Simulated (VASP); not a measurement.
# TePb (Fm-3m) in VASP: single point with PBE

Aim: the single point of TePb with PBE.

Everything below comes from runs of VASP 6.6.1. Logs are shortened: lines on timing, memory, paths and dates and some standing lists are left out, and cuts for length are marked.

### 1 The cell of the first run

It takes space group Fm-3m (No. 225, cubic). Conventional cell: a = 6.440 Å, b = 6.440 Å, c = 6.440 Å, α = 90.00°, β = 90.00°, γ = 90.00°. Within 4.2 Å of Pb (site symmetry m-3m) lie 6 Te at 3.22 Å. Within 4.2 Å of Te (site symmetry m-3m) lie 6 Pb at 3.22 Å.

### 2 Single point, PBE

File INCAR:

```
PREC = Accurate
ENCUT = 500
EDIFF = 1E-6
ISMEAR = 0
SIGMA = 0.02
LREAL = False
LASPH = True
NELM = 120
ALGO = Normal
ISIF = 2
LWAVE = False
LCHARG = True
GGA = PE
LELF = True
LVHAR = True
NBANDS = 17
GGA_COMPAT = False
```

File KPOINTS:

```
regular mesh
0
Gamma
  8 8 8
```

File POSCAR:

```
TePb
1.0
    0.0000000000      3.2200000000      3.2200000000
    3.2200000000      0.0000000000      3.2200000000
    3.2200000000      3.2200000000      0.0000000000
Pb Te
1 1
Direct
    0.0000000000      0.0000000000      0.0000000000
    0.5000000000      0.5000000000      0.5000000000
```

Potentials or basis: VASP PAW PBE potentials, release 64 (Pb_d, Te).

Launch:

```sh
cat potpaw_PBE.64/Pb_d/POTCAR potpaw_PBE.64/Te/POTCAR > POTCAR
mpirun -np 1 vasp_std > vasp.out
```

OUTCAR:

```text
PREC = Accurate
   ENCUT = 500
   EDIFF = 1E-6
   ISMEAR = 0
   LREAL = False
   LASPH = True
   NELM = 120
   ISIF = 2
   GGA = PE

 ion  position               nearest neighbor table
   1  0.000  0.000  0.000-   2 3.22   2 3.22   2 3.22   2 3.22   2 3.22   2 3.22
   2  0.500  0.500  0.500-   1 3.22   1 3.22   1 3.22   1 3.22   1 3.22   1 3.22

  LATTYP: Found a face centered cubic cell.
 ALAT       =     6.4400000000

  Lattice vectors:

 A1 = (   0.0000000000,   3.2200000000,   3.2200000000)
 A2 = (   3.2200000000,   0.0000000000,   3.2200000000)
 A3 = (   3.2200000000,   3.2200000000,   0.0000000000)

Analysis of symmetry for initial positions (statically):
=====================================================================
 Subroutine PRICEL returns:
 Original cell was already a primitive cell.

 Routine SETGRP: Setting up the symmetry group for a
 face centered cubic supercell.

 Subroutine GETGRP returns: Found 48 space group operations
 (whereof 48 operations were pure point group operations)
 out of a pool of 48 trial point group operations.

The static configuration has the point symmetry O_h .

Analysis of symmetry for dynamics (positions and initial velocities):
=====================================================================
 Subroutine PRICEL returns:
 Original cell was already a primitive cell.

 Routine SETGRP: Setting up the symmetry group for a
 face centered cubic supercell.

 Subroutine GETGRP returns: Found 48 space group operations
 (whereof 48 operations were pure point group operations)
 out of a pool of 48 trial point group operations.

The dynamic configuration has the point symmetry O_h .

 Subroutine INISYM returns: Found 48 space group operations
 (whereof 48 operations are pure point group operations),
 and found     1 'primitive' translations

----------------------------------------------------------------------------------------

                                     Primitive cell

  volume of cell :      66.7725

  direct lattice vectors                    reciprocal lattice vectors
     0.000000000  3.220000000  3.220000000    -0.155279503  0.155279503  0.155279503
     3.220000000  0.000000000  3.220000000     0.155279503 -0.155279503  0.155279503
     3.220000000  3.220000000  0.000000000     0.155279503  0.155279503 -0.155279503

  length of vectors
     4.553767671  4.553767671  4.553767671     0.268951989  0.268951989  0.268951989

  position of ions in fractional coordinates (direct lattice)
     0.000000000  0.000000000  0.000000000
     0.500000000  0.500000000  0.500000000

  ion indices of the primitive-cell ions
   primitive index   ion index
                 1           1
                 2           2

----------------------------------------------------------------------------------------

 KPOINTS: regular mesh

Automatic generation of k-mesh.
 Grid dimensions read from file:
 generate k-points for:    8    8    8

 Generating k-lattice:

  Cartesian coordinates                     Fractional coordinates (reciprocal lattice)
    -0.019409938  0.019409938  0.019409938     0.125000000  0.000000000  0.000000000
     0.019409938 -0.019409938  0.019409938     0.000000000  0.125000000  0.000000000
     0.019409938  0.019409938 -0.019409938     0.000000000  0.000000000  0.125000000

  Length of vectors
     0.033618999  0.033618999  0.033618999

  Shift w.r.t. Gamma in fractional coordinates (k-lattice)
     0.000000000  0.000000000  0.000000000

 Subroutine IBZKPT returns following result:
 ===========================================

 Found     29 irreducible k-points:

 Following reciprocal coordinates:
            Coordinates               Weight
  0.000000  0.000000  0.000000      1.000000
  0.125000  0.000000  0.000000      8.000000
  0.250000  0.000000  0.000000      8.000000
  0.375000  0.000000  0.000000      8.000000
  0.500000  0.000000  0.000000      4.000000
  0.125000  0.125000  0.000000      6.000000
[... 16 lines left out ...]
  0.500000  0.250000  0.125000     48.000000
 -0.375000  0.250000  0.125000     24.000000
 [... further k-points ...]
   k-points           NKPTS =     29   k-points in BZ     NKDIM =     29   number of bands    NBANDS=     17
   number of dos      NEDOS =    301   number of ions     NIONS =      2
   total plane-waves  NPLWV =  46656
   dimension x,y,z NGX =    36 NGY =   36 NGZ =   36
   dimension x,y,z NGXF=    72 NGYF=   72 NGZF=   72
   ions per type =               1   1
   NGX,Y,Z   is equivalent  to a cutoff of  13.14, 13.14, 13.14 a.u.
   NGXF,Y,Z  is equivalent  to a cutoff of  26.29, 26.29, 26.29 a.u.
 SYSTEM =  unknown system
   PREC   = accura    normal or accurate (medium, high low for compatibility)
   ISTART =      0    job   : 0-new  1-cont  2-samecut
   ICHARG =      2    charge: 1-file 2-atom 10-const
   ISPIN  =      1    spin polarized calculation?
   LNONCOLLINEAR =      F non collinear calculations
   LSORBIT =      F    spin-orbit coupling
   LASPH  =      T    aspherical Exc in radial PAW
   ENCUT  =  500.0 eV  36.75 Ry    6.06 a.u.   8.30  8.30  8.30*2*pi/ulx,y,z
   NELM   =    120;   NELMIN=  2; NELMDL= -5     # of ELM steps
   EDIFF  = 0.1E-05   stopping-criterion for ELM
   LREAL  =      F    real-space projection
   EDIFFG = 0.1E-04   stopping-criterion for IOM
   NSW    =      0    number of steps for IOM
   IBRION =     -1    ionic relax: 0-MD 1-quasi-New 2-CG
   NFREE  =      0    steps in history (QN), initial steepest desc. (CG)
   ISIF   =      2    stress and relaxation
   ISYM   =      2    0-nonsym 1-usesym 2-fastsym
   POTIM  = 0.5000    time-step for ionic-motion
   TEBEG  =    0.0;   TEEND  =   0.0 temperature during run
   PSTRESS=    0.0 pullay stress
   NELECT =      20.0000    total number of electrons
   NUPDOWN=      -1.0000    fix difference up-down
   EMIN   =  10.00;   EMAX   =-10.00  energy-range for DOS
   EFERMI =   0.00;   METHOD = LEGACY
   ISMEAR =     0;   SIGMA  =   0.02  broadening in eV -4-tet -1-fermi 0-gaus
   EFERMI_NEDOS =   21; number of points for ismear=-14 and -15
   IALGO  =     38    algorithm
   IMIX   =      4    mixing-type and parameters
     AMIX     =   0.40;   BMIX     =  1.00
     AMIX_MAG =   1.60;   BMIX_MAG =  1.00
  volume/ion in A,a.u.               =      33.39       225.30
  Fermi-wavevector in a.u.,A,eV,Ry     =   1.095348  2.069908 16.324109  1.199788
  Thomas-Fermi vector in A             =   2.231670
   LORBIT       =      0    0 simple, 1 ext, 2 COOP (PROOUT), +10 PAW based schemes
   GGA     = PE    functional components
   LHFCALC =     F    Hartree Fock is set to
   AEXX    =    0.0000 exact exchange contribution
   IVDW    =     0    specifies the selected vdW correction
   LEPSILON=     F    determine dielectric tensor
   LRPA    =     F    only Hartree local field effects (RPA)
 non-spin polarized calculation
 Gauss-broadening in eV      SIGMA  =   0.02
  energy-cutoff  :      500.00
  volume of cell :       66.77
 maximum number of plane-waves:      1719
 NGX is ok and might be reduce to    36
   NGX = 17   NGY = 17   NGZ = 17

 number of electron      20.0000001 magnetization

 Free energy of the ion-electron system (eV)
  ---------------------------------------------------
  ext. energy  EPLUGINS =         0.00000000
  ---------------------------------------------------
  free energy    TOTEN  =        -7.49107769 eV

  energy without entropy =       -7.49107769  energy(sigma->0) =       -7.49107769

 E-fermi :   5.8880     XC(G=0):  -9.3465

 val. band max:        5.7616562552   @ k =   0.5000   0.0000   0.0000
 cond. band min:       6.4748408902   @ k =   0.5000   0.0000   0.0000
 fundamental gap:      0.7131846350
 Fermi energy:         5.8880064804

 k-point     1 :       0.0000    0.0000    0.0000
  band No.  band energies     occupation
      1     -10.9801      2.00000
      2     -10.9801      2.00000
      3     -10.9701      2.00000
      4     -10.9701      2.00000
      5     -10.9701      2.00000
      6      -6.3467      2.00000
[... 9 lines left out ...]
     16      11.5299      0.00000
     17      13.0855      0.00000

 k-point     2 :       0.1250    0.0000    0.0000
  band No.  band energies     occupation
      1     -10.9820      2.00000
      2     -10.9820      2.00000
      3     -10.9697      2.00000
      4     -10.9678      2.00000
      5     -10.9678      2.00000
      6      -6.2108      2.00000
[... 9 lines left out ...]
     16      11.8260      0.00000
     17      14.1632      0.00000

 k-point     3 :       0.2500    0.0000    0.0000
  band No.  band energies     occupation
      1     -10.9875      2.00000
      2     -10.9875      2.00000
      3     -10.9688      2.00000
      4     -10.9615      2.00000
      5     -10.9615      2.00000
      6      -5.8194      2.00000
[... 9 lines left out ...]
     16      12.6286      0.00000
     17      16.0935      0.00000

 k-point     4 :       0.3750    0.0000    0.0000
  band No.  band energies     occupation
      1     -10.9933      2.00000
      2     -10.9933      2.00000
      3     -10.9680      2.00000
      4     -10.9548      2.00000
      5     -10.9548      2.00000
      6      -5.2545      2.00000
[... 9 lines left out ...]
     16      13.8555      0.00000
     17      16.5190      0.00000
[... 343 lines left out ...]
      1     -11.0031      2.00000
      2     -10.9813      2.00000
      3     -10.9713      2.00000
      4     -10.9573      2.00000
      5     -10.9560      2.00000
      6      -5.4940      2.00000
[... 9 lines left out ...]
     16      14.4423      0.00000
     17      14.7573      0.00000

 k-point    23 :       0.5000    0.2500    0.1250
  band No.  band energies     occupation
      1     -11.0089      2.00000
      2     -10.9859      2.00000
      3     -10.9674      2.00000
      4     -10.9558      2.00000
      5     -10.9516      2.00000
      6      -4.9899      2.00000
[... 9 lines left out ...]
     16      14.7017      0.00000
     17      15.8239      0.00000

 k-point    24 :      -0.3750    0.2500    0.1250
  band No.  band energies     occupation
      1     -11.0107      2.00000
      2     -10.9883      2.00000
      3     -10.9637      2.00000
      4     -10.9577      2.00000
      5     -10.9493      2.00000
      6      -4.6868      2.00000
[... 9 lines left out ...]
     16      15.5648      0.00000
     17      15.8785      0.00000

 [... further k-points ...]

------------------------ aborting loop because EDIFF is reached ----------------------------------------

  FORCE on cell =-STRESS in cart. coord.  units (eV):
  Direction    XX          YY          ZZ          XY          YZ          ZX
  --------------------------------------------------------------------------------------
  -------------------------------------------------------------------------------------
  Total        1.0735515      1.0735515      1.0735515     -0.0000000      0.0000000      0.0000000
  in kB       25.7594076     25.7594076     25.7594076     -0.0000000      0.0000000      0.0000000
  external PRESSURE =      25.7594076 kB  Pullay stress =       0.0000000 kB

 VOLUME and BASIS-vectors are now :
 -----------------------------------------------------------------------------
  energy-cutoff  :      500.00
  volume of cell :       66.77
      direct lattice vectors                 reciprocal lattice vectors
     0.000000000  3.220000000  3.220000000    -0.155279503  0.155279503  0.155279503
     3.220000000  0.000000000  3.220000000     0.155279503 -0.155279503  0.155279503
     3.220000000  3.220000000  0.000000000     0.155279503  0.155279503 -0.155279503

 POSITION                                       TOTAL-FORCE (eV/Angst)
 -----------------------------------------------------------------------------------
      0.00000      0.00000      0.00000        -0.000000     -0.000000     -0.000000
      3.22000      3.22000      3.22000         0.000000      0.000000      0.000000
 -----------------------------------------------------------------------------------
    total drift:                               -0.000000      0.000000      0.000000

  FREE ENERGIE OF THE ION-ELECTRON SYSTEM (eV)
  ---------------------------------------------------
  free  energy   TOTEN  =        -7.4910776852 eV

  energy  without entropy=       -7.4910776852  energy(sigma->0) =       -7.49107769
```

It took 20 s on 1 thread of AMD EPYC 9R45 (Zen 5), shared host; peak memory 0.19 GiB.

Results:

```yaml
Free_energy: -7.4911 eV
Pressure: 2.6 GPa
Band_gap_on_the_k_mesh: 0.71 eV
```

Levels at points of the mesh, in eV from the valence-band top:
```csv
k point,band 7,band 8,band 9,band 10,band 11,band 12,band 13,band 14
"(0.00, 0.00, 0.00)",-5.57,-1.39,-1.39,-1.39,4.09,4.09,4.09,5.77
"(0.50, 0.00, 0.00)",-8.64,-0.92,-0.92,0.00,0.71,1.24,1.24,8.40
"(0.50, 0.50, 0.00)",-7.31,-4.58,-2.86,-2.86,3.24,5.51,5.51,6.77
```

Caveat: spin-orbit coupling is left out, which moves the levels of the heavy elements.
